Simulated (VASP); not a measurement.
The system is Nb.

```xyz
2
Lattice="2.9564 0.0000 0.0000 -1.4782 2.5603 0.0000 0.0000 0.0000 4.7894" Properties=species:S:1:pos:R:3 pbc="T T T"
Nb    0.0000    1.7069    1.1973
Nb    1.4782    0.8534    3.5920
```

```yaml
Program: VASP 6.6.1
Task: relaxation of cell and atoms
Functional: PBE
Potentials_or_basis: VASP PAW PBE potentials, release 64 (Nb_sv)
Cutoff: 600 eV
k_mesh: 17 × 17 × 9
Occupations: fermi-dirac, width 0.08 eV
Spin: no spin polarisation
```

At the start: pressure 4.8 GPa; volume 18.13 Å³/atom.

How do energy, volume and symmetry change on relaxing?

Over 15 steps the energy falls by 67.2 meV/atom and the volume is 18.64 Å³/atom (+2.9 %); space group P6_3/mmc (No. 194, to 0.05 Å).

Step by step:
```tsv
step	energy change (eV)	largest force (eV/Å)	pressure (GPa)	volume (Å³)
1	0.0000	0.0000	4.78	36.25
2	-0.0334	0.0000	-7.32	39.13
3	-0.0470	0.0000	-3.47	38.11
4	-0.1104	0.0000	-3.63	38.13
5	-0.1250	0.0000	-3.44	38.11
6	-0.1256	0.0000	-3.35	38.10
7	-0.1264	0.0000	3.45	36.54
8	-0.1343	0.0000	-0.01	37.29
9	-0.1343	0.0000	0.05	37.28
10	-0.1343	0.0000	-0.03	37.30
11	-0.1343	0.0000	-0.02	37.30
12	-0.1343	0.0000	-0.03	37.29
13	-0.1343	0.0000	0.03	37.28
14	-0.1343	0.0000	0.03	37.29
15	-0.1343	0.0000	0.00	37.29
```

Final structure:
```
CELL_PARAMETERS angstrom
2.86701 0.00000 0.00000
-1.43351 2.48291 0.00000
0.00000 0.00000 5.23830
ATOMIC_POSITIONS crystal
Nb 0.33333 0.66667 0.25000
Nb 0.66667 0.33333 0.75000
```
